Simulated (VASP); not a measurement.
Input of a VASP 6.6.1 run:

File INCAR:

```
PREC = Accurate
ENCUT = 520
EDIFF = 1E-6
ISMEAR = 0
SIGMA = 0.1
LREAL = False
LASPH = True
NELM = 100
ALGO = Normal
ISIF = 2
LWAVE = False
LCHARG = True
GGA = PE
LELF = True
LVHAR = True
NBANDS = 44
```

The input KPOINTS:

```
Automatic mesh
0
Gamma
  3 3 3
```

The input POSCAR:

```
Hf2ZrTe6
1.0
    3.4474327000      1.9903762000      7.1603049000
   -3.4474327000      1.9903762000      7.1603049000
    0.0000000000     -3.9807524000      7.1603049000
Zr Hf Te
1 2 6
Direct
    0.0000000000      0.0000000000      0.0000000000
    0.3333540000      0.3333540000      0.3333540000
    0.6666460000      0.6666460000      0.6666460000
    0.0826810000      0.7472970000      0.4181890000
    0.4181890000      0.0826810000      0.7472970000
    0.7472970000      0.4181890000      0.0826810000
    0.9173190000      0.2527030000      0.5818110000
    0.2527030000      0.5818110000      0.9173190000
    0.5818110000      0.9173190000      0.2527030000
```

Potentials or basis: VASP PAW PBE potentials, release 64 (Zr_sv, Hf_pv, Te).

Run with:

```sh
$ cat potpaw_PBE.64/Zr_sv/POTCAR potpaw_PBE.64/Hf_pv/POTCAR potpaw_PBE.64/Te/POTCAR > POTCAR
$ mpirun -np 1 vasp_std > vasp.out
```

Question: What does it give for the largest force?

Answer: 0.056 eV/Å.

Question: What does it give for the band gap on the k mesh?

Answer: Zero (bands 34 and 35 overlap by 0.31 eV).

Question: What does it give for the pressure?

Answer: -0.4 GPa.

Forces on the atoms (eV/Å):
```
Zr   0.000  0.000  0.000
Hf   0.000  0.000 -0.001
Hf   0.000  0.000  0.001
Te   0.021 -0.037  0.037
Te   0.021  0.037  0.037
Te  -0.042  0.000  0.037
Te  -0.021  0.037 -0.037
Te   0.042  0.000 -0.037
Te  -0.021 -0.037 -0.037
```

Caveat: the k points lie up to 0.36 Å⁻¹ apart; spin-orbit coupling is left out, which moves the levels of the heavy elements.
